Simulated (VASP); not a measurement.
Wanted: the native input for a VASP 6.6.1 run.

```
Task                   : single point
Functional             : r2SCAN
Potentials or basis    : VASP PAW PBE potentials, release 64 (K_sv, Br)
Cutoff                 : 520 eV
k mesh                 : 6 × 6 × 6
Occupations            : gaussian, width 0.01 eV
Spin                   : no spin polarisation
Dipole correction      : no
Further INCAR settings : ALGO = Normal; EDIFF = 1e-06; NBANDS = 15
```

KBr:

```
K Br
1.0
     0.00000    3.68830    3.68830
     3.68830    0.00000    3.68830
     3.68830    3.68830    0.00000
K Br
1 1
Cartesian
  0.0000 0.0000 0.0000
  1.8441 1.8441 1.8441
```

These files were run (other wordings do the same):

POSCAR

```
KBr
1.0
    0.0000000000      3.6882992921      3.6882992921
    3.6882992921      0.0000000000      3.6882992921
    3.6882992921      3.6882992921      0.0000000000
K Br
1 1
Direct
    0.0000000000      0.0000000000      0.0000000000
    0.2500000000      0.2500000000      0.2500000000
```

INCAR.step1

```
SYSTEM = KBr
ALGO = Normal
EDIFF = 1E-4
ENCUT = 520
GGA = PE
ISMEAR = 0
LASPH = .True.
LCHARG = .False.
LREAL = .False.
LWAVE = .True.
NBANDS = 15
NELM = 80
PREC = Accurate
SIGMA = 0.01
```

INCAR.step2

```
SYSTEM = KBr
ALGO = Normal
EDIFF = 1E-6
ENCUT = 520
ISIF = 2
ISMEAR = 0
ISTART = 1
LASPH = .True.
LCHARG = .False.
LMIXTAU = .True.
LREAL = .False.
LWAVE = .False.
METAGGA = R2SCAN
NBANDS = 15
NELM = 80
PREC = Accurate
SIGMA = 0.01
```

KPOINTS

```
k-points
0
Gamma
  6 6 6
  0 0 0
```

Potentials or basis: VASP PAW PBE potentials, release 64 (K_sv, Br).

Command:

```sh
$ cat potpaw_PBE.64/K_sv/POTCAR potpaw_PBE.64/Br/POTCAR > POTCAR
$ cp INCAR.step1 INCAR
$ mpirun -np 1 vasp_std > vasp.out
$ cp INCAR.step2 INCAR
$ mpirun -np 1 vasp_std > vasp.out
```

Results of the run:

The pressure is 0.0 GPa and the band gap on the k mesh is 4.84 eV (least direct gap 4.86 eV).

Caveat: the structure was generated, so it needn't be the stable form of KBr; the PAW data sets were made with another functional, which shifts forces and pressure a little.

It took 2.5 min on 1 thread of Intel Xeon 8259CL, on a shared host, peak memory 0.27 GiB.
